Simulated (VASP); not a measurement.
# Te4W (F-43m) in VASP: notebook, part 2 of 2

VASP 6.6.1.

## (4) Single point, PBE

This run uses another cell than the first one, of 33.09 Å³/atom.

INCAR reads:

```
SYSTEM = Te4W
PREC = Accurate
ENCUT = 520
EDIFF = 1E-6
ISMEAR = 0
SIGMA = 0.1
LREAL = .FALSE.
LASPH = .TRUE.
NELM = 60
ALGO = Normal
ISIF = 2
LWAVE = .FALSE.
LCHARG = .FALSE.
GGA = PE
NBANDS = 27
```

KPOINTS reads:

```
regular mesh
0
G
  8 8 8
  0 0 0
```

POSCAR reads:

```
Te4W
1.0
    0.0000000000      4.3571981069      4.3571981069
    4.3571981069      0.0000000000      4.3571981069
    4.3571981069      4.3571981069      0.0000000000
Te W
4 1
Direct
    0.3756273946      0.8731178163      0.3756273946
    0.3756273946      0.3756273946      0.3756273946
    0.8731178163      0.3756273946      0.3756273946
    0.3756273946      0.3756273946      0.8731178163
    0.7500000000      0.7500000000      0.7500000000
```

Potentials or basis: VASP PAW PBE potentials, release 64 (Te, W_sv).

Run with:

```sh
$ cat potpaw_PBE.64/Te/POTCAR potpaw_PBE.64/W_sv/POTCAR > POTCAR
$ mpirun -np 1 vasp_std > vasp.out
```

OUTCAR:

```text
SYSTEM = Te4W
   PREC = Accurate
   ENCUT = 520
   EDIFF = 1E-6
   ISMEAR = 0
   LREAL = .FALSE.
   LASPH = .TRUE.
   NELM = 60
   ISIF = 2
   GGA = PE

 ion  position               nearest neighbor table
   1  0.376  0.873  0.376-   2 3.07   3 3.07   4 3.07   4 3.10   2 3.10   3 3.10
   2  0.376  0.376  0.376-   1 3.07   3 3.07   4 3.07   4 3.10   1 3.10   3 3.10
   3  0.873  0.376  0.376-   1 3.07   2 3.07   4 3.07   2 3.10   4 3.10   1 3.10
   4  0.376  0.376  0.873-   1 3.07   2 3.07   3 3.07   2 3.10   1 3.10   3 3.10
   5  0.750  0.750  0.750-

  LATTYP: Found a face centered cubic cell.
 ALAT       =     8.7143962138

  Lattice vectors:

 A1 = (   0.0000000000,   4.3571981069,   4.3571981069)
 A2 = (   4.3571981069,   0.0000000000,   4.3571981069)
 A3 = (   4.3571981069,   4.3571981069,   0.0000000000)

Analysis of symmetry for initial positions (statically):
=====================================================================
 Subroutine PRICEL returns:
 Original cell was already a primitive cell.

 Routine SETGRP: Setting up the symmetry group for a
 face centered cubic supercell.

 Subroutine GETGRP returns: Found 24 space group operations
 (whereof 24 operations were pure point group operations)
 out of a pool of 48 trial point group operations.
[... 175 lines left out ...]
 Fermi energy:         6.0650094007

 k-point     1 :       0.0000    0.0000    0.0000
  band No.  band energies     occupation
      1     -68.4564      2.00000
      2     -32.5919      2.00000
      3     -32.5919      2.00000
      4     -32.5919      2.00000
      5      -8.4207      2.00000
      6      -4.4910      2.00000
[... 709 lines left out ...]
     26       8.4222      0.00000
     27       9.3654      0.00000

 [... further k-points ...]

------------------------ aborting loop because EDIFF is reached ----------------------------------------

  FORCE on cell =-STRESS in cart. coord.  units (eV):
  Direction    XX          YY          ZZ          XY          YZ          ZX
  --------------------------------------------------------------------------------------
  -------------------------------------------------------------------------------------
  Total       -0.0423148     -0.0423148     -0.0423148     -0.0000000     -0.0000000     -0.0000000
  in kB       -0.4097799     -0.4097799     -0.4097799     -0.0000000     -0.0000000     -0.0000000
  external PRESSURE =      -0.4097799 kB  Pullay stress =       0.0000000 kB

 VOLUME and BASIS-vectors are now :
 -----------------------------------------------------------------------------
  energy-cutoff  :      520.00
  volume of cell :      165.44
      direct lattice vectors                 reciprocal lattice vectors
     0.000000000  4.357198107  4.357198107    -0.114752643  0.114752643  0.114752643
     4.357198107  0.000000000  4.357198107     0.114752643 -0.114752643  0.114752643
     4.357198107  4.357198107  0.000000000     0.114752643  0.114752643 -0.114752643

 POSITION                                       TOTAL-FORCE (eV/Angst)
 -----------------------------------------------------------------------------------
      5.44103      3.27337      5.44103        -0.001491      0.001491     -0.001491
      3.27337      3.27337      3.27337         0.001491      0.001491      0.001491
      3.27337      5.44103      5.44103         0.001491     -0.001491     -0.001491
      5.44103      5.44103      3.27337        -0.001491     -0.001491      0.001491
      6.53580      6.53580      6.53580         0.000000      0.000000     -0.000000
 -----------------------------------------------------------------------------------
    total drift:                               -0.000000     -0.000000     -0.000000

  FREE ENERGIE OF THE ION-ELECTRON SYSTEM (eV)
  ---------------------------------------------------
  free  energy   TOTEN  =       -16.9570324939 eV

  energy  without entropy=      -16.8804178307  energy(sigma->0) =      -16.91872516
```

OSZICAR:

```text
N       E                     dE             d eps       ncg     rms          rms(c)
DAV:   1     0.213943876162E+03    0.21394E+03   -0.17946E+04  1798   0.121E+03
DAV:   2    -0.125642991398E+01   -0.21520E+03   -0.20826E+03  1903   0.240E+02
DAV:   3    -0.174933721960E+02   -0.16237E+02   -0.15770E+02  1962   0.598E+01
DAV:   4    -0.180909309084E+02   -0.59756E+00   -0.58520E+00  2130   0.112E+01
DAV:   5    -0.181066716592E+02   -0.15741E-01   -0.15718E-01  1995   0.196E+00    0.216E+01
DAV:   6    -0.244150975245E+02   -0.63084E+01   -0.78844E+01  1806   0.176E+01    0.175E+01
DAV:   7    -0.169165702784E+02    0.74985E+01   -0.30169E+01  1612   0.192E+01    0.731E+00
DAV:   8    -0.169562686467E+02   -0.39698E-01   -0.15110E+00  1694   0.427E+00    0.674E+00
DAV:   9    -0.169601863356E+02   -0.39177E-02   -0.52935E-02  1816   0.105E+00    0.381E+00
DAV:  10    -0.169574186504E+02    0.27677E-02   -0.10950E-02  1684   0.343E-01    0.280E+00
DAV:  11    -0.169571749355E+02    0.24371E-03   -0.27405E-03  1777   0.215E-01    0.804E-01
DAV:  12    -0.169571063610E+02    0.68575E-04   -0.33665E-04  1674   0.799E-02    0.598E-01
DAV:  13    -0.169570383081E+02    0.68053E-04   -0.42034E-04  1569   0.690E-02    0.387E-02
DAV:  14    -0.169570326724E+02    0.56357E-05   -0.44158E-05  1731   0.249E-02    0.268E-02
DAV:  15    -0.169570324939E+02    0.17846E-06   -0.63897E-06  1590   0.131E-02
   1 F= -.16957032E+02 E0= -.16918725E+02  d E =-.766147E-01
```

stdout:

```text
POSCAR found type information on POSCAR TeW
 POSCAR found :  2 types and       5 ions
 scaLAPACK will be used
 LDA part: xc-table for (Slater+PW92), standard interpolation
 POSCAR, INCAR and KPOINTS ok, starting setup
 FFT: planning ... GRIDC
 FFT: planning ... GRID_SOFT
 FFT: planning ... GRID
 WAVECAR not read
 entering main loop
```

Run time: 5.3 min. Hardware: 1 thread of Intel Xeon 8259CL, shared host; peak memory 0.38 GiB.

What came out:

```yaml
Free_energy: -16.9570 eV
Pressure: 0.0 GPa
Band_gap_on_the_k_mesh: zero (bands 19 and 20 overlap by 0.78 eV)
```

Forces in eV/Å, atoms in the order of the input:
```
Te  -0.001  0.001 -0.001
Te   0.001  0.001  0.001
Te   0.001 -0.001 -0.001
Te  -0.001 -0.001  0.001
W    0.000  0.000  0.000
```

Caveat: spin-orbit coupling is left out, which moves the levels of the heavy elements.

## (5) Overview

| cell | k mesh | gap on the mesh (eV) | pressure (GPa) | largest force (eV/Å) |
| --- | --- | --- | --- | --- |
| a = 5.988 Å, angles 60.0°, 5 atoms, atomic positions A | 4 × 4 × 4 | none | 10.2 | 4.88 |
| a = 6.148 Å, angles 60.0°, 5 atoms, atomic positions B | 4 × 4 × 4 | none | 0.2 | 0.02 |
| a = 6.162 Å, angles 60.0°, 5 atoms, atomic positions C | 8 × 8 × 8 | none | 0.0 | - |

Alike in all rows: task single point; level PBE; potentials or basis VASP PAW PBE potentials, release 64 (Te, W_sv); no spin polarisation; cutoff (eV) 520; smearing gaussian 0.1 eV.

Caveats: spin-orbit coupling is left out, which moves the levels of the heavy elements; the cell stands under pressure (at least some runs); forces of over 1 eV/Å act on the atoms, so gaps and moduli don't describe the material at rest (at least some runs).

Absolute energies hang on the potentials; compare differences alone.
